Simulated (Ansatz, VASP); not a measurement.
## N: VASP beside Ansatz

```
N
1.0
     0.00000    2.05144    2.17575
     2.05144    0.00000    2.17575
     2.05144    2.05144    0.00000
N
2
Direct
  0.00000 0.00000 0.00000
  0.25000 0.25000 0.25000
```

Change from the starting cell: z stretched by +4 % at fixed volume.

Alike in both runs: task single point; functional PBE; k mesh 13 × 13 × 13; occupations fermi-dirac, width 0.08 eV; no spin polarisation.

|  | VASP | Ansatz |
| --- | --- | --- |
| version | VASP 6.6.1 | Ansatz 0.2.0 |
| potentials or method | VASP PAW PBE potentials, release 64 (N), cutoff 520 eV | all-electron LAPW, scalar-relativistic |

Ansatz gave:

* pressure (GPa): -0.7
* traceless stress, the component that is largest in VASP (GPa): 2.94

Problem. Estimate VASP's values.

Solution. Pressure (GPa): -0.6; traceless stress, the component that is largest in VASP (GPa): 2.95.

Ansatz ran all-electron here, and VASP with PAW potentials.
